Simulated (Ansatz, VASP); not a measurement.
## One calculation of RhN, two programs

The input INCAR:

```
PREC = Accurate
ENCUT = 520
EDIFF = 1E-6
ISMEAR = 0
SIGMA = 0.05
LREAL = F
LASPH = T
NELM = 150
ALGO = Normal
ISIF = 2
LWAVE = F
LCHARG = F
ISPIN = 2
MAGMOM = 1.54 -0.2
LORBIT = 11
LMAXMIX = 4
LDAU = T
LDAUTYPE = 2
LDAUL = 2 -1
LDAUU = 8 0
LDAUJ = 0 0
LDAUPRINT = 1
NBANDS = 21
```

The input KPOINTS:

```
Automatic mesh
0
Gamma
  7 7 7
```

POSCAR

```
RhN
1.0
    0.0000000000      2.4310503900      2.4310503900
    2.4310503900      0.0000000000      2.4310503900
    2.4310503900      2.4310503900      0.0000000000
Rh N
1 1
Direct
    0.0000000000      0.0000000000      0.0000000000
    0.2500000000      0.2500000000      0.2500000000
```

Contents of input.yaml:

```yaml
crystal:
  lattice:
    - [0.0, 2.43105039, 2.43105039]
    - [2.43105039, 0.0, 2.43105039]
    - [2.43105039, 2.43105039, 0.0]
  atoms:
    - { symbol: Rh, position: [0.0, 0.0, 0.0] }
    - { symbol: "N", position: [0.25, 0.25, 0.25] }
hamiltonian:
  xc: lda
  pseudopotentials: { kind: paw }
  hubbard: { sites: [{ species: Rh, l: d, u_eff: 8.0 }] }
magnetization:
  spin_polarized: true
kpoints:
  mp_grid: { grid: [7, 7, 7] }
scf:
  occupations: { method: gaussian, width: 0.05 }
output:
  forces: true
  stress: true
  eigenvalues: true
```

Alike in both runs: task single point; functional LDA; k mesh 7 × 7 × 7; occupations gaussian, width 0.05 eV; collinear spin; Hubbard terms Rh d U = 8.0 eV.

|  | VASP | Ansatz |
| --- | --- | --- |
| version | VASP 6.6.1 | Ansatz 0.2.0 |
| potentials or method | VASP PAW LDA potentials, release 64 (Rh_pv, N) | Ansatz PAW |
| plane-wave cutoff (eV) | 520 | 420 |
| valence electrons in the cell | 20 | 22 |

```tsv
	VASP	Ansatz	Ansatz less VASP
gap on the k mesh at the Fermi level (eV)	none	none	-
pressure (GPa)	-19.0	-15.2	+3.86
net moment per atom (μB)	0.80	0.82	+0.016
size of the moment on the site where the two differ most (μB)	1.80	1.40	-0.400
```

LDA's correlation is that of Perdew and Zunger in VASP and of Perdew and Wang (1992) in Ansatz. Site moments also hang on the region over which each program counts them. The programs project onto different local orbitals, so the same U acts differently, and such runs can settle in different states. A gap of «none» marks a metal or a gap that the smearing closes. VASP's potentials hold 20 valence electrons a cell and Ansatz's 22, so a difference there can come from the potentials and not from the codes.

Noted on Ansatz's run: the magnetic or orbital state may not be the lowest.
